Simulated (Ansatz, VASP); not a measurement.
N: VASP beside Ansatz

Contents of INCAR:

```
  PREC = Accurate
  ENCUT = 600
  EDIFF = 1E-6
  ISMEAR = -1
  SIGMA = 0.1
  LREAL = F
  LASPH = T
  NELM = 120
  ALGO = Normal
  ISIF = 2
  LWAVE = F
  LCHARG = F
  GGA = PS
  NBANDS = 12
  GGA_COMPAT = F
```

Contents of KPOINTS:

```
Automatic mesh
0
Gamma
  12 12 11
```

POSCAR

```
N
1.0
    2.5194737886      0.0000000000      0.0000000000
   -1.2597368943      2.1819283051      0.0000000000
    0.0000000000      0.0000000000      2.4460020000
N
2
Direct
    0.3333333333      0.6666666667      0.7500000000
    0.6666666667      0.3333333333      0.2500000000
```

Contents of input.yaml:

```yaml
crystal:
  lattice:
    - [2.5194737886, 0.0, 0.0]
    - [-1.2597368943, 2.1819283051, 0.0]
    - [0.0, 0.0, 2.446002]
  atoms:
    - { symbol: "N", position: [0.3333333333, 0.6666666667, 0.75] }
    - { symbol: "N", position: [0.6666666667, 0.3333333333, 0.25] }
hamiltonian:
  xc: pbesol
  pseudopotentials: { kind: paw, source: jth, xc_functional: pbe }
kpoints:
  mp_grid: { grid: [12, 12, 11] }
scf:
  occupations: { method: fermi_dirac, width: 0.1 }
  n_extra_bands: 6
output:
  forces: true
  stress: true
  eigenvalues: true
  dos: { projected: true, de: 0.05, nscf_kmesh: { grid: [18, 18, 17] } }
```

Alike in both runs: functional PBEsol; k mesh 12 × 12 × 11; occupations fermi-dirac, width 0.1 eV; no spin polarisation.

|  | VASP | Ansatz |
| --- | --- | --- |
| version | VASP 6.6.1 | Ansatz 0.2.0 |
| potentials or method | VASP PAW PBE potentials, release 64 (N) | JTH PAW |
| plane-wave cutoff (eV) | 600 | 1320 |
| valence electrons in the cell | 10 | 10 |
| task | single point | projected density of states |

Ansatz gave:

| Item | Value |
| --- | --- |
| gap on the k mesh at the Fermi level (eV) | none |
| pressure (GPa) | -1.2 |
| traceless stress, the component that is largest in VASP (GPa) | -8.47 |

Question: Which values does VASP return?

Answer: gap on the k mesh at the Fermi level (eV): none; pressure (GPa): -1.1; traceless stress, the component that is largest in VASP (GPa): -8.31.

VASP's potentials were made for PBE, not for PBEsol. A gap of «none» marks a metal or a gap that the smearing closes.
